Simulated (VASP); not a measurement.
Wanted: the native input for a VASP 6.6.1 run.

* Task: single point
* Functional: PBEsol
* Potentials or basis: VASP PAW PBE potentials, release 64 (N, B)
* Cutoff: 520 eV
* k mesh: 13 × 13 × 13
* Occupations: fermi-dirac, width 0.05 eV
* Spin: no spin polarisation
* Dipole correction: no
* Further INCAR settings: ALGO = Normal; EDIFF = 1e-06; NBANDS = 11

The structure of BN lies in POSCAR:

```
BN
1.0
    0.0000000000      1.8028515988      1.8028515988
    1.8028515988      0.0000000000      1.8028515988
    1.8028515988      1.8028515988      0.0000000000
N B
1 1
Direct
    0.2500000000      0.2500000000      0.2500000000
    0.0000000000      0.0000000000      0.0000000000
```

These files were run (other wordings do the same):

INCAR

```
  PREC = Accurate
  ENCUT = 520
  EDIFF = 1E-6
  ISMEAR = -1
  SIGMA = 0.05
  LREAL = False
  LASPH = True
  NELM = 100
  ALGO = Normal
  ISIF = 2
  LWAVE = False
  LCHARG = False
  GGA = PS
  NBANDS = 11
```

KPOINTS

```
Automatic mesh
0
Gamma
  13 13 13
```

Potentials or basis: VASP PAW PBE potentials, release 64 (N, B).

Launch:

```console
$ cat potpaw_PBE.64/N/POTCAR potpaw_PBE.64/B/POTCAR > POTCAR
$ mpirun -np 1 vasp_std > vasp.out
```

Results of the run:

```yaml
Pressure: 0.6 GPa
Band_gap_on_the_k_mesh: 4.36 eV, indirect (least direct gap 8.80 eV)
```

Caveat: the PAW data sets were made with another functional, which shifts forces and pressure a little.

Run time: 18 s on 1 thread of AMD EPYC 7R13, with other jobs on the host, peak memory 0.09 GiB.
